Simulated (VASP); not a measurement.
A run of VASP 6.6.1:

File INCAR:

```
SYSTEM = KI
PREC     = Accurate       ! precision mode
ENCUT    = 520            ! plane-wave cutoff, eV
EDIFF    = 1E-6           ! SCF threshold, eV
ISMEAR   = 0              ! smearing method
SIGMA    = 0.01           ! smearing width, eV
LREAL    = .FALSE.        ! projectors in reciprocal space
LASPH    = .TRUE.         ! aspherical terms in the spheres
NELM     = 100            ! most SCF steps
ALGO     = Normal         ! electronic algorithm
ISIF     = 2              ! what is computed and relaxed
LWAVE    = .FALSE.        ! write WAVECAR
LCHARG   = .FALSE.        ! write CHGCAR
GGA      = CA             ! functional
NBANDS   = 15             ! bands
```

File KPOINTS:

```
regular mesh
0
G
  4 4 4
  0 0 0
```

Contents of POSCAR:

```
KI
1.0
    0.0000000000      3.5445661619      3.5445661619
    3.5445661619      0.0000000000      3.5445661619
    3.5445661619      3.5445661619      0.0000000000
K I
1 1
Direct
    0.0000000000      0.0000000000      0.0000000000
    0.5000000000      0.5000000000      0.5000000000
```

Potentials or basis: VASP PAW LDA potentials, release 64 (K_sv, I).

Launch:

```bash
$ cat potpaw_LDA.64/K_sv/POTCAR potpaw_LDA.64/I/POTCAR > POTCAR
$ mpirun -np 1 vasp_std > vasp.out
```

Hardware: 1 thread of Intel(R) Xeon(R) Platinum 8259CL CPU @ 2.50GHz (Skylake/Cascade Lake) (shared host).

Task: How long does it take, and how much memory?

Result: Run time: 16 s on 1 thread of Intel(R) Xeon(R) Platinum 8259CL CPU @ 2.50GHz (Skylake/Cascade Lake), on a shared host, peak memory 0.19 GiB. Counts: scf iterations 12, k points 8.
